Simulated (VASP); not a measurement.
Set up this calculation in VASP 6.6.1, as the native input.

- Task: single point
- Functional: r2SCAN
- Potentials or basis: VASP PAW PBE potentials, release 64 (Si)
- Cutoff: 520 eV
- k mesh: 5 × 5 × 5
- Occupations: fermi-dirac, width 0.05 eV
- Spin: no spin polarisation
- Dipole correction: no
- Further INCAR settings: ALGO = Normal; EDIFF = 1e-07; NBANDS = 11

Si:

```xyz
2
Lattice="0.0000 2.7227 2.7227 2.7227 0.0000 2.7227 2.7227 2.7227 0.0000" Properties=species:S:1:pos:R:3 pbc="T T T"
Si    2.7227    2.7227    2.7227
Si    4.0841    4.0841    4.0841
```

These files were run (other wordings do the same):

POSCAR

```
Si
1.0
    0.0000000000      2.7227277380      2.7227277380
    2.7227277380      0.0000000000      2.7227277380
    2.7227277380      2.7227277380      0.0000000000
Si
2
Direct
    0.5000000000      0.5000000000      0.5000000000
    0.7500000000      0.7500000000      0.7500000000
```

INCAR.step1

```
SYSTEM = Si
ALGO = Normal ; EDIFF = 1E-4
ENCUT = 520 ; GGA = PE
ISMEAR = -1 ; LASPH = .True.
LCHARG = .False. ; LREAL = .False.
LWAVE = .True. ; NBANDS = 11
NELM = 100 ; PREC = Accurate
SIGMA = 0.05
```

INCAR.step2

```
SYSTEM = Si
ALGO = Normal ; EDIFF = 1E-7
ENCUT = 520 ; ISIF = 2
ISMEAR = -1 ; ISTART = 1
LASPH = .True. ; LCHARG = .True.
LELF = .True. ; LMIXTAU = .True.
LREAL = .False. ; LVHAR = .True.
LWAVE = .False. ; METAGGA = R2SCAN
NBANDS = 11 ; NELM = 100
PREC = Accurate ; SIGMA = 0.05
```

KPOINTS

```
k-points
0
Gamma
  5 5 5
  0 0 0
```

Potentials or basis: VASP PAW PBE potentials, release 64 (Si).

The run is started by

```sh
$ cat potpaw_PBE.64/Si/POTCAR > POTCAR
$ cp INCAR.step1 INCAR
$ mpirun -np 1 vasp_std > vasp.out
$ cp INCAR.step2 INCAR
$ mpirun -np 1 vasp_std > vasp.out
```

It gave:

```
Pressure               : -0.1 GPa
Band gap on the k mesh : 0.79 eV, indirect (least direct gap 2.75 eV)
```

Caveat: the PAW data sets were made with another functional, which shifts forces and pressure a little.

Run time: 53 s on 1 thread of Intel Xeon 8259CL (shared host), peak memory 0.16 GiB.
